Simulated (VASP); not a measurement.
Write the native input for VASP 6.6.1 that does the following.

- Task: single point
- Functional: PBE
- Potentials or basis: VASP PAW PBE potentials, release 64 (Cd, Te)
- Cutoff: 500 eV
- k mesh: 6 × 6 × 6
- Occupations: gaussian, width 0.01 eV
- Spin: no spin polarisation
- Dipole correction: no
- Further INCAR settings: ALGO = Normal; EDIFF = 1e-06; NBANDS = 16

The structure of CdTe lies in POSCAR:

```
CdTe
1.0
    0.0000000000      2.8780821493      2.8780821493
    2.8780821493      0.0000000000      2.8780821493
    2.8780821493      2.8780821493      0.0000000000
Cd Te
1 1
Direct
    0.0000000000      0.0000000000      0.0000000000
    0.7500000000      0.7500000000      0.7500000000
```

One way to write it, as run:

INCAR

```
  ALGO = Normal
  EDIFF = 1E-6
  ENCUT = 500
  GGA = PE
  GGA_COMPAT = False
  ISIF = 2
  ISMEAR = 0
  LASPH = True
  LCHARG = True
  LELF = True
  LREAL = False
  LVHAR = True
  LWAVE = False
  NBANDS = 16
  NELM = 120
  PREC = Accurate
  SIGMA = 0.01
```

KPOINTS

```
k-points
0
Gamma
  6 6 6
```

Potentials or basis: VASP PAW PBE potentials, release 64 (Cd, Te).

The run is started by

```bash
$ cat potpaw_PBE.64/Cd/POTCAR potpaw_PBE.64/Te/POTCAR > POTCAR
$ mpirun -np 1 vasp_std > vasp.out
```

Results of the run:

```json
{"Pressure": "40.5 GPa", "Band gap on the k mesh": "1.56 eV (least direct gap 1.87 eV)"}
```

Caveat: the cell stands under pressure; spin-orbit coupling is left out, which moves the levels of the heavy elements.

Run time: 12 s on 1 thread of Intel(R) Xeon(R) Platinum 8375C CPU @ 2.90GHz (Ice Lake), with other jobs on the host, peak memory 0.17 GiB.
